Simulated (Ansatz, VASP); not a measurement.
**Two plane-wave programs on Al**

File INCAR:

```
SYSTEM = Al
ALGO     = Fast           ! electronic algorithm
EDIFF    = 1E-6           ! SCF threshold, eV
ENCUT    = 520            ! plane-wave cutoff, eV
GGA      = PE             ! functional
ISIF     = 2              ! what is computed and relaxed
ISMEAR   = 0              ! smearing method
LASPH    = .TRUE.         ! aspherical terms in the spheres
LCHARG   = .FALSE.        ! write CHGCAR
LREAL    = .FALSE.        ! projectors in reciprocal space
LWAVE    = .FALSE.        ! write WAVECAR
NBANDS   = 22             ! bands
NELM     = 80             ! most SCF steps
PREC     = Accurate       ! precision mode
SIGMA    = 0.2            ! smearing width, eV
```

Contents of KPOINTS:

```
k-points
0
G
  6 4 6
  0 0 0
```

Contents of POSCAR:

```
Al
1.0
    5.6275981290      0.0000000000     -0.0990571234
    2.8918734594      0.0000000000      4.8639593720
    2.8137990645     -4.9214192647     -0.0495285617
Al
8
Direct
    0.2500000000      0.0000000000      0.0000000000
    0.7500000000      0.5000000000      0.0000000000
    0.7500000000      0.0000000000      0.5000000000
    0.2500000000      0.5000000000      0.5000000000
    0.2500000000      0.0000000000      0.5000000000
    0.7500000000      0.5000000000      0.5000000000
    0.7500000000      1.0000000000      0.0000000000
    0.2500000000      0.5000000000      0.0000000000
```

Input for Ansatz:

```yaml
crystal:
  lattice:
    - [5.627598129, 0.0, -0.0990571234]
    - [2.8918734594, 0.0, 4.863959372]
    - [2.8137990645, -4.9214192647, -0.0495285617]
  atoms:
    - { symbol: Al, position: [0.25, 0.0, 0.0] }
    - { symbol: Al, position: [0.75, 0.5, 0.0] }
    - { symbol: Al, position: [0.75, 0.0, 0.5] }
    - { symbol: Al, position: [0.25, 0.5, 0.5] }
    - { symbol: Al, position: [0.25, 0.0, 0.5] }
    - { symbol: Al, position: [0.75, 0.5, 0.5] }
    - { symbol: Al, position: [0.75, 1.0, 0.0] }
    - { symbol: Al, position: [0.25, 0.5, 0.0] }
basis:
  ecutwfc: 420
kpoints:
  mp_grid: { grid: [6, 4, 6] }
hamiltonian:
  xc: pbe
scf:
  occupations: { method: gaussian, width: 0.2 }
  lower_state_search: "off"
output:
  forces: true
  stress: true
  eigenvalues: true
```

Alike in both runs: task single point; functional PBE; k mesh 6 × 4 × 6; occupations gaussian, width 0.2 eV; no spin polarisation.

|  | VASP | Ansatz |
| --- | --- | --- |
| version | VASP 6.6.1 | Ansatz 0.2.0 |
| potentials or method | VASP PAW PBE potentials, release 64 (Al), cutoff 520 eV | scalar-relativistic, plane waves, PAW |
| valence electrons in the cell | 24 | 24 |

VASP gave:

- gap on the k mesh at the Fermi level (eV): none
- pressure (GPa): -0.1
- traceless stress, the component that is largest in VASP (GPa): 0.32

Q: Which values does Ansatz return?

A: gap on the k mesh at the Fermi level (eV): none; pressure (GPa): -0.1; traceless stress, the component that is largest in VASP (GPa): 0.34.

A gap of «none» marks a metal or a gap that the smearing closes. The functional is the same, so the differences come from potentials, cutoffs and numerics.
